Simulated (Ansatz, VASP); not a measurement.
## PbS in VASP and in Ansatz

```
Pb S
1.0
     2.03749   -5.86899    0.00000
     2.03749    5.86899    0.00000
     0.00000    0.00000    4.19196
Pb S
2 2
Cartesian
  2.0375 4.3364 1.0480
  2.0375 -4.3364 3.1440
  2.0375 1.7044 1.0480
  2.0375 -1.7044 3.1440
```

Alike in both runs: task single point; functional r2SCAN; k mesh 7 × 7 × 6; occupations fermi-dirac, width 0.05 eV; no spin polarisation.

|  | VASP | Ansatz |
| --- | --- | --- |
| version | VASP 6.6.1 | Ansatz 0.2.0 |
| potentials or method | VASP PAW PBE potentials, release 64 (Pb_d, S) | Ansatz PAW |
| plane-wave cutoff (eV) | 520 | 500 |
| valence electrons in the cell | 40 | 40 |

Ansatz gave:

| Property | Result |
| --- | --- |
| gap on the k mesh at the Fermi level (eV) | 1.38 |
| least direct gap on the mesh (eV) | 1.75 |
| pressure (GPa) | 3.9 |
| traceless stress, the component that is largest in VASP (GPa) | -0.18 |
| rms of the force components (eV/Å) | 0.189 |

Problem. Which values does VASP return?

Solution. gap on the k mesh at the Fermi level (eV): 1.38; least direct gap on the mesh (eV): 1.75; pressure (GPa): 3.9; traceless stress, the component that is largest in VASP (GPa): -0.19; rms of the force components (eV/Å): 0.192.

VASP's potentials were made for PBE, not for r2SCAN. Atom by atom the forces differ by 0.004 eV/Å (rms over components). The functional is the same, so the differences come from potentials, cutoffs and numerics.

Spin-orbit coupling is off throughout. Noted on Ansatz's run: odd divisions of the mesh miss points on the zone boundary, where band edges often lie, so the gap on the mesh can be too wide.
